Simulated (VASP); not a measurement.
Input of a VASP 6.6.1 run:

File INCAR:

```
PREC     = Accurate       # precision mode
ENCUT    = 600            # plane-wave cutoff, eV
EDIFF    = 1E-6           # SCF threshold, eV
ISMEAR   = 1              # smearing method
SIGMA    = 0.1            # smearing width, eV
LREAL    = False          # projectors in reciprocal space
LASPH    = True           # aspherical terms in the spheres
NELM     = 200            # most SCF steps
ALGO     = Normal         # electronic algorithm
ISIF     = 2              # what is computed and relaxed
LWAVE    = False          # write WAVECAR
LCHARG   = False          # write CHGCAR
GGA      = PS             # functional
NBANDS   = 18             # bands
GGA_COMPAT= False        
LMAXMIX  = 6              # l up to which the mixer works
```

Contents of KPOINTS:

```
Automatic mesh
0
Gamma
  6 6 6
```

Contents of POSCAR:

```
Yb
1.0
    0.0000000000      1.9782079343      1.9782079343
    1.9782079343      0.0000000000      1.9782079343
    1.9782079343      1.9782079343      0.0000000000
Yb
1
Direct
    0.0000000000      0.0000000000      0.0000000000
```

Potentials or basis: VASP PAW PBE potentials, release 64 (Yb).

The run is started by

```sh
$ cat potpaw_PBE.64/Yb/POTCAR > POTCAR
$ mpirun -np 1 vasp_std > vasp.out
```

Task: What does it give for the pressure?

Result: 60.9 GPa.

Task: Estimate the band gap on the k mesh.

Result: Zero (bands 12 and 13 overlap by 0.91 eV).

Caveat: the k points lie up to 0.46 Å⁻¹ apart, too coarse for converged energies and pressures of a metal; the PAW data sets were made with another functional, which shifts forces and pressure a little; spin-orbit coupling is left out, which moves the levels of the heavy elements. Spin polarisation is off, so any magnetic state and its effect on volume and gap are missing.
